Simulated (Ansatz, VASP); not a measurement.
SiC in VASP and in Ansatz

POSCAR

```
SiC
1.0
    3.0751950048      0.0000000000      0.0000000000
   -1.5375975024      2.6631969958      0.0000000000
    0.0000000000      0.0000000000      5.0481668585
Si C
2 2
Direct
    0.3333333333      0.6666666667      0.0046028828
    0.6666666667      0.3333333333      0.5046028828
    0.3333333333      0.6666666667      0.3803971172
    0.6666666667      0.3333333333      0.8803971172
```

INCAR.step1

```
ALGO = Normal
EDIFF = 1E-4
ENCUT = 520
GGA = PE
ISMEAR = 0
LASPH = T
LCHARG = F
LREAL = F
LWAVE = T
NBANDS = 16
NELM = 60
PREC = Accurate
SIGMA = 0.02
```

The input INCAR.step2:

```
ALGO = Normal
EDIFF = 1E-6
ENCUT = 520
ISIF = 2
ISMEAR = 0
ISTART = 1
LASPH = T
LCHARG = F
LMIXTAU = T
LREAL = F
LWAVE = F
METAGGA = R2SCAN
NBANDS = 16
NELM = 60
PREC = Accurate
SIGMA = 0.02
```

Contents of KPOINTS:

```
k-points
0
Gamma
  12 12 6
```

Input for Ansatz:

```yaml
crystal:
  lattice:
    - [3.0751950048, 0.0, 0.0]
    - [-1.5375975024, 2.6631969958, 0.0]
    - [0.0, 0.0, 5.0481668585]
  atoms:
    - { symbol: Si, position: [0.3333333333, 0.6666666667, 0.0046028828] }
    - { symbol: Si, position: [0.6666666667, 0.3333333333, 0.5046028828] }
    - { symbol: C, position: [0.3333333333, 0.6666666667, 0.3803971172] }
    - { symbol: C, position: [0.6666666667, 0.3333333333, 0.8803971172] }
basis:
  ecutwfc: 500
kpoints:
  mp_grid: { grid: [12, 12, 6] }
hamiltonian:
  xc: r2scan
scf:
  occupations: { method: gaussian, width: 0.02 }
output:
  forces: false
  stress: false
  eigenvalues: true
  eigenstates:
    kpoints:
      - [0.0, 0.0, 0.0]
      - [0.00978865, -0.004894325, 0.0]
      - [-0.00978865, 0.004894325, 0.0]
      - [0.0, 0.008477219, 0.0]
      - [0.0, -0.008477219, 0.0]
      - [0.0, 0.0, 0.016068814]
      - [0.0, 0.0, -0.016068814]
      - [0.006921621, 0.002533489, 0.0]
      - [-0.006921621, -0.002533489, 0.0]
      - [0.006921621, -0.00346081, 0.011362367]
      - [-0.006921621, 0.00346081, -0.011362367]
      - [0.0, 0.005994299, 0.011362367]
      - [0.0, -0.005994299, -0.011362367]
      - [0.00565148, 0.002068585, 0.009277334]
      - [-0.00565148, -0.002068585, -0.009277334]
      - [0.333333, 0.333333, 0.0]
      - [0.34312165, 0.328438675, 0.0]
      - [0.32354435, 0.338227325, 0.0]
      - [0.333333, 0.341810219, 0.0]
      - [0.333333, 0.324855781, 0.0]
      - [0.333333, 0.333333, 0.016068814]
      - [0.333333, 0.333333, -0.016068814]
      - [0.340254621, 0.335866489, 0.0]
      - [0.326411379, 0.330799511, 0.0]
      - [0.340254621, 0.32987219, 0.011362367]
      - [0.326411379, 0.33679381, -0.011362367]
      - [0.333333, 0.339327299, 0.011362367]
      - [0.333333, 0.327338701, -0.011362367]
      - [0.33898448, 0.335401585, 0.009277334]
      - [0.32768152, 0.331264415, -0.009277334]
    e_range: [-4.151366, 4.151366]
checkpoint:
  read: start.run
  write: ck
  compress: false
  write_wavefunctions: false
  write_every: 100000
```

Alike in both runs: task single point; functional r2SCAN; k mesh 12 × 12 × 6; occupations gaussian, width 0.02 eV; no spin polarisation.

|  | VASP | Ansatz |
| --- | --- | --- |
| version | VASP 6.6.1 | Ansatz 0.2.0 |
| potentials or method | VASP PAW PBE potentials, release 64 (Si, C), cutoff 520 eV | scalar-relativistic, plane waves, PAW |
| valence electrons in the cell | 16 | 16 |

Ansatz gave:

| Item | Value |
| --- | --- |
| gap on the k mesh at the Fermi level (eV) | 2.65 |
| least direct gap on the mesh (eV) | 4.48 |

Q: What did VASP give for the same quantities?

A: gap on the k mesh at the Fermi level (eV): 2.66; least direct gap on the mesh (eV): 4.48.

VASP's potentials were made for PBE, not for r2SCAN.
